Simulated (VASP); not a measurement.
# Ir in VASP: further runs, part 2 of 2

VASP 6.6.1. The steps go on from the part before.

### Step 4. Electric field gradients, PBE (volume scaled by 1.04)

Contents of INCAR:

```
PREC = Accurate
ENCUT = 520
EDIFF = 1E-8
ISMEAR = -1
SIGMA = 0.05
LREAL = F
LASPH = T
NELM = 60
ALGO = Normal
ISIF = 2
LWAVE = F
LCHARG = F
GGA = PE
LEFG = T
NBANDS = 10
```

Contents of KPOINTS:

```
regular mesh
0
Gamma
  15 15 15
```

Contents of POSCAR:

```
Ir
1.0
    0.0000000000      1.9449621075      1.9449621075
    1.9449621075      0.0000000000      1.9449621075
    1.9449621075      1.9449621075      0.0000000000
Ir
1
Direct
    0.0000000000      0.0000000000      0.0000000000
```

Potentials or basis: VASP PAW PBE potentials, release 64 (Ir).

Run with:

```bash
cat potpaw_PBE.64/Ir/POTCAR > POTCAR
mpirun -np 1 vasp_std > vasp.out
```

OUTCAR:

```text
PREC = Accurate
   ENCUT = 520
   EDIFF = 1E-8
   ISMEAR = -1
   LREAL = F
   LASPH = T
   NELM = 60
   ISIF = 2
   GGA = PE

 ion  position               nearest neighbor table
   1  0.000  0.000  0.000-

  LATTYP: Found a face centered cubic cell.
 ALAT       =     3.8899242150

  Lattice vectors:

 A1 = (   0.0000000000,   1.9449621075,   1.9449621075)
 A2 = (   1.9449621075,   0.0000000000,   1.9449621075)
[... 517 lines left out ...]
    total drift:                               -0.000000     -0.000000     -0.000000

  FREE ENERGIE OF THE ION-ELECTRON SYSTEM (eV)
  ---------------------------------------------------
  free  energy   TOTEN  =        -8.8565454939 eV

  energy  without entropy=       -8.8481011041  energy(sigma->0) =       -8.85232330

 Electric field gradients (V/A^2)
---------------------------------------------------------------------
 ion       V_xx      V_yy      V_zz      V_xy      V_xz      V_yz
---------------------------------------------------------------------
   1       0.000    -0.000     0.000     0.000     0.000     0.000
---------------------------------------------------------------------

 Electric field gradients after diagonalization (V/A^2)
 (convention: |V_zz| > |V_xx| > |V_yy|)
----------------------------------------------------------------------
 ion       V_xx      V_yy      V_zz     asymmetry (V_yy - V_xx)/ V_zz
----------------------------------------------------------------------
   1      -0.000    -0.000     0.000       0.000
----------------------------------------------------------------------

           NMR quadrupolar parameters

 Cq : quadrupolar parameter    Cq=e*Q*V_zz/h
 eta: asymmetry parameters     (V_yy - V_xx)/ V_zz
 Q  : nuclear electric quadrupole moment in mb (millibarn)
----------------------------------------------------------------------
 ion       Cq(MHz)       eta       Q (mb)
----------------------------------------------------------------------
   1       0.000       0.000       1.000
----------------------------------------------------------------------
```

It took 13 s on 1 thread of AMD EPYC 7R13 (Zen 3), shared host; peak memory 0.11 GiB.

What came out:

```
Free energy : -8.8565 eV
Pressure    : -4.6 GPa
```

Levels at points of the mesh, in eV from the Fermi level:
| k point | band 1 | band 2 | band 3 | band 4 | band 5 | band 6 | band 7 | band 8 | band 9 |
| --- | --- | --- | --- | --- | --- | --- | --- | --- | --- |
| (0.00, 0.00, 0.00) | -10.74 | -3.70 | -3.70 | -3.70 | -1.17 | -1.17 | 14.36 | 19.71 | 19.71 |

Caveat: without QUAD_EFG the Cq values of the log hold for a quadrupole moment of 1 mb, not for the nuclei; spin-orbit coupling is left out, which moves the levels of the heavy elements.

### Step 5. Electric field gradients, PBE (zz strain of -3 %)

Contents of INCAR:

```
SYSTEM = Ir
PREC = Accurate
ENCUT = 520
EDIFF = 1E-8
ISMEAR = -1
SIGMA = 0.05
LREAL = .False.
LASPH = .True.
NELM = 80
ALGO = Normal
ISIF = 2
LWAVE = .False.
LCHARG = .False.
GGA = PE
LEFG = .True.
NBANDS = 10
```

Contents of KPOINTS:

```
Automatic mesh
0
Gamma
  15 15 15
  0 0 0
```

Contents of POSCAR:

```
Ir
1.0
    0.0000000000      1.9197000000      1.8621090000
    1.9197000000      0.0000000000      1.8621090000
    1.9197000000      1.9197000000      0.0000000000
Ir
1
Direct
    0.0000000000      0.0000000000      0.0000000000
```

Potentials or basis: VASP PAW PBE potentials, release 64 (Ir).

Run with:

```bash
cat potpaw_PBE.64/Ir/POTCAR > POTCAR
mpirun -np 1 vasp_std > vasp.out
```

OUTCAR:

```text
SYSTEM = Ir
   PREC = Accurate
   ENCUT = 520
   EDIFF = 1E-8
   ISMEAR = -1
   LREAL = .False.
   LASPH = .True.
   NELM = 80
   ISIF = 2
   GGA = PE

 ion  position               nearest neighbor table
   1  0.000  0.000  0.000-

  LATTYP: Found a body centered tetragonal cell.
 ALAT       =     2.7148657757
 C/A-ratio  =     1.3717871555

  Lattice vectors:

 A1 = (   0.0000000000,  -1.9197000000,  -1.8621090000)
 A2 = (   0.0000000000,   1.9197000000,  -1.8621090000)
 A3 = (   1.9197000000,   0.0000000000,   1.8621090000)

Analysis of symmetry for initial positions (statically):
=====================================================================
 Subroutine PRICEL returns:
 Original cell was already a primitive cell.

 Routine SETGRP: Setting up the symmetry group for a
 body centered tetragonal supercell.

[... 493 lines left out ...]

 VOLUME and BASIS-vectors are now :
 -----------------------------------------------------------------------------
  energy-cutoff  :      520.00
  volume of cell :       13.72
      direct lattice vectors                 reciprocal lattice vectors
     0.000000000  1.919700000  1.862109000    -0.260457363  0.260457363  0.268512745
     1.919700000  0.000000000  1.862109000     0.260457363 -0.260457363  0.268512745
     1.919700000  1.919700000  0.000000000     0.260457363  0.260457363 -0.268512745

 POSITION                                       TOTAL-FORCE (eV/Angst)
 -----------------------------------------------------------------------------------
      0.00000      0.00000      0.00000        -0.000000      0.000000      0.000000
 -----------------------------------------------------------------------------------
    total drift:                                0.000000      0.000000      0.000000

  FREE ENERGIE OF THE ION-ELECTRON SYSTEM (eV)
  ---------------------------------------------------
  free  energy   TOTEN  =        -8.7953420123 eV

  energy  without entropy=       -8.7876860505  energy(sigma->0) =       -8.79151403

 Electric field gradients (V/A^2)
---------------------------------------------------------------------
 ion       V_xx      V_yy      V_zz      V_xy      V_xz      V_yz
---------------------------------------------------------------------
   1      10.694    10.694   -21.388     0.000     0.000     0.000
---------------------------------------------------------------------

 Electric field gradients after diagonalization (V/A^2)
 (convention: |V_zz| > |V_xx| > |V_yy|)
----------------------------------------------------------------------
 ion       V_xx      V_yy      V_zz     asymmetry (V_yy - V_xx)/ V_zz
----------------------------------------------------------------------
   1      10.694    10.694   -21.388       0.000
----------------------------------------------------------------------

           NMR quadrupolar parameters

 Cq : quadrupolar parameter    Cq=e*Q*V_zz/h
 eta: asymmetry parameters     (V_yy - V_xx)/ V_zz
 Q  : nuclear electric quadrupole moment in mb (millibarn)
----------------------------------------------------------------------
 ion       Cq(MHz)       eta       Q (mb)
----------------------------------------------------------------------
   1      -0.052       0.000       1.000
----------------------------------------------------------------------
```

stdout:

```text
POSCAR found type information on POSCAR Ir
 POSCAR found :  1 types and       1 ions
 scaLAPACK will be used
 LDA part: xc-table for (Slater+PW92), standard interpolation
 POSCAR, INCAR and KPOINTS ok, starting setup
 FFT: planning ... GRIDC
 FFT: planning ... GRID_SOFT
 FFT: planning ... GRID
 WAVECAR not read
 entering main loop
ion   1
```

Run time: 21 s. Hardware: 1 thread of Intel Xeon Platinum 8375C at 2.90GHz (Ice Lake), shared host; peak memory 0.16 GiB.

What came out:

| Quantity | Value |
| --- | --- |
| Free energy | -8.7953 eV |
| Pressure | 22.8 GPa |

Levels at points of the mesh, in eV from the Fermi level:
```csv
k point,band 2,band 3,band 4,band 5,band 6,band 7
"(0.00, 0.00, 0.00)",-4.25,-4.25,-3.85,-1.58,-1.04,14.23
```

Electric field gradients, principal values (V/Å²):
```tsv
atom	least	middle	greatest (by size)
1 Ir	10.694	10.694	-21.388
```

Caveat: the cell differs from its parent crystal (zz strain of -3 %); without QUAD_EFG the Cq values of the log hold for a quadrupole moment of 1 mb, not for the nuclei; spin-orbit coupling is left out, which moves the levels of the heavy elements.

### Step 6. Overview

| cell | gap on the mesh (eV) | pressure (GPa) |
| --- | --- | --- |
| a = 2.715 Å, angles 60.0°, 1 atom | none | 9.5 |
| a = 2.751 Å, angles 60.0°, 1 atom | none | -4.6 |
| a = 2.674, b = 2.674, c = 2.715 Å, angles 59.5, 59.5, 61.0°, 1 atom | none | 22.8 |

Alike in all rows: task electric field gradients; level PBE; potentials or basis VASP PAW PBE potentials, release 64 (Ir); no spin polarisation; k mesh 15 × 15 × 15; cutoff (eV) 520; smearing fermi-dirac 0.05 eV.

Caveats: spin-orbit coupling is left out, which moves the levels of the heavy elements.

Total energies depend on the potentials used, so only differences within one code and one set of settings carry meaning.
